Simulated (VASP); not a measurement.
Crystal: Si3F2.

```
Si F
1.0
     0.00000    3.60320    3.64536
     3.18382    0.00000    3.64536
     3.18382    3.60320    0.00000
Si F
3 2
Cartesian
  0.0000 0.0000 0.0000
  3.1838 3.6032 4.6801
  3.1838 3.6032 2.6106
  3.1838 4.9358 3.6454
  3.1838 2.2706 3.6454
```

The cell was built from a structure type or drawn by symmetry, and may not be a known phase.

| Quantity | Value |
| --- | --- |
| Program | VASP 6.6.1 |
| Task | relaxation of cell and atoms |
| Functional | PBE |
| Potentials or basis | VASP PAW PBE potentials, release 64 (Si, F) |
| Cutoff | 600 eV |
| k mesh | 4 × 4 × 4 |
| Occupations | gaussian, width 0.1 eV |
| Spin | no spin polarisation |

At the start: pressure 26.9 GPa; volume 16.73 Å³/atom.

How do energy, volume and symmetry change on relaxing?

Over 42 steps the energy falls by 1270.8 meV/atom and the volume is 16.45 Å³/atom (-1.7 %); space group Fmmm (No. 69, to 0.1 Å) before and after.

The path:
| step | energy change (eV) | largest force (eV/Å) | pressure (GPa) | volume (Å³) |
| --- | --- | --- | --- | --- |
| 1 | 0.0000 | 10.3030 | 26.86 | 83.64 |
| 3 | -4.2970 | 0.7788 | -5.35 | 100.21 |
| 5 | -4.3125 | 0.9060 | -4.08 | 98.38 |
| 7 | -5.2778 | 1.2765 | 2.06 | 76.08 |
| 9 | -5.6079 | 0.7426 | 3.04 | 71.28 |
| 11 | -5.7804 | 0.6545 | 2.05 | 73.59 |
| 13 | -5.8680 | 0.3396 | 1.42 | 75.64 |
| 15 | -5.9229 | 0.2252 | -1.31 | 79.45 |
| 17 | -5.9916 | 0.1198 | 1.55 | 75.71 |
| 19 | -6.0160 | 0.2760 | 1.80 | 75.30 |
| 21 | -6.0378 | 0.8715 | 3.38 | 74.78 |
| 23 | -6.0592 | 1.2010 | 5.68 | 75.95 |
| 25 | -6.1115 | 0.9138 | 3.47 | 76.34 |
| 27 | -6.1723 | 0.4545 | -0.21 | 79.26 |
| 29 | -6.2165 | 0.2769 | -0.27 | 80.06 |
| 31 | -6.2604 | 0.3470 | -0.02 | 81.41 |
| 33 | -6.3275 | 0.2665 | -0.10 | 82.84 |
| 35 | -6.3384 | 0.2189 | -0.40 | 82.90 |
| 37 | -6.3496 | 0.1395 | -0.47 | 82.31 |
| 39 | -6.3519 | 0.0558 | 0.14 | 81.78 |
| 41 | -6.3532 | 0.0442 | 0.11 | 81.92 |
| 42 | -6.3538 | 0.0335 | 0.02 | 82.24 |

Final structure:
```yaml
crystal:
  lattice:
    - [0.00000, 4.69221, 3.56738]
    - [2.45667, 0.00000, 3.56738]
    - [2.45667, 4.69221, 0.00000]
  atoms:
    - { symbol: Si, position: [0.00000, 0.00000, 0.00000] }
    - { symbol: Si, position: [0.66390, 0.66390, 0.33610] }
    - { symbol: Si, position: [0.33610, 0.33610, 0.66390] }
    - { symbol: F, position: [0.81909, 0.18091, 0.81909] }
    - { symbol: F, position: [0.18091, 0.81909, 0.18091] }
```

Caveat: the k points lie up to 0.42 Å⁻¹ apart in the final cell, too coarse for converged energies and pressures of a metal.
